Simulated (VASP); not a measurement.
# C28N (a cell with a defect): single point with PBE

System: C28N (a cell with a defect).

```
C N
1.0
     4.93307   -4.27216    0.00000
    -6.16633   -2.13608    0.00000
     0.00000    0.00000   -8.46545
C N
28 1
Direct
  0.58468 0.86578 0.75521
  0.15603 0.72278 0.75472
  0.72748 0.57999 0.75474
  0.29881 0.43705 0.75491
  0.87033 0.29420 0.75613
  0.44187 0.15138 0.75512
  0.01323 0.00864 0.75503
  0.55754 0.83968 0.21083
  0.13653 0.70139 0.20304
  0.70376 0.55789 0.20555
  0.27558 0.41507 0.20766
  0.84990 0.28098 0.24532
  0.41964 0.13112 0.21015
  0.99430 0.98318 0.21298
  0.34659 0.67524 0.75480
  0.91794 0.53220 0.75522
  0.48935 0.38945 0.75476
  0.06074 0.24667 0.75556
  0.63233 0.10385 0.75578
  0.20366 0.96096 0.75472
  0.77512 0.81813 0.75485
  0.51210 0.60519 0.20297
  0.09109 0.46692 0.21114
  0.65438 0.32343 0.21334
  0.22903 0.17551 0.21011
  0.79874 0.02552 0.24494
  0.37307 0.89156 0.20756
  0.94488 0.74868 0.20552
  0.82433 0.15277 0.39191
```

| Quantity | Value |
| --- | --- |
| Program | VASP 6.6.1 |
| Task | single point |
| Functional | PBE |
| Potentials or basis | VASP PAW PBE potentials, release 64 (C, N) |
| Cutoff | 520 eV |
| k mesh | 4 × 4 × 3 |
| Occupations | gaussian, width 0.1 eV |
| Spin | no spin polarisation |
| Dipole correction | no |
| Further INCAR settings | LREAL = Auto; ALGO = Normal; EDIFF = 1e-06; NBANDS = 78 |

```
Pressure               : 2.0 GPa
Largest force          : 0.154 eV/Å
Band gap on the k mesh : zero (an odd number of electrons rules out a gap without spin polarisation)
```

Forces on the atoms (eV/Å):
```
C    0.000  0.003  0.002
C    0.003  0.001  0.000
C   -0.003  0.001  0.002
C   -0.008 -0.004 -0.005
C    0.000 -0.003  0.002
C   -0.004  0.004 -0.001
C   -0.005 -0.001 -0.005
C    0.007 -0.020  0.007
C    0.007  0.003  0.003
C   -0.007 -0.007  0.004
C    0.004  0.003  0.001
C   -0.060 -0.031  0.063
C    0.008  0.002  0.000
C   -0.001  0.004  0.006
C   -0.006 -0.001 -0.004
C   -0.003 -0.003  0.002
C   -0.003  0.005  0.000
C    0.000  0.002  0.003
C    0.004  0.003 -0.001
C   -0.006  0.004 -0.003
C    0.003 -0.001 -0.001
C    0.006  0.003  0.003
C   -0.006  0.012  0.006
C    0.017 -0.003  0.006
C   -0.010 -0.005  0.001
C    0.061  0.031  0.060
C   -0.007 -0.009  0.002
C    0.009  0.008  0.001
N   -0.001 -0.001 -0.154
```

Stress tensor (GPa, compression positive):
```
 2.52 -0.28  0.03
-0.28  2.90  0.02
 0.03  0.02  0.48
```

Levels at points of the mesh, in eV from the Fermi level:
| k point | band 57 | band 58 | band 59 | band 60 | band 61 | band 62 |
| --- | --- | --- | --- | --- | --- | --- |
| (0.00, 0.00, 0.00) | -2.12 | -1.07 | 0.00 | 2.69 | 4.25 | 4.38 |
| (0.50, 0.00, 0.00) | -0.83 | -0.58 | -0.30 | 1.56 | 2.23 | 2.24 |
| (0.00, 0.50, 0.00) | -0.78 | -0.24 | 0.60 | 0.85 | 2.09 | 2.24 |
| (0.50, 0.50, 0.00) | -0.81 | -0.69 | 0.09 | 1.64 | 1.98 | 2.23 |

It took 38 min on 1 thread of Intel Xeon 8259CL, with other jobs on the host, peak memory 0.63 GiB.
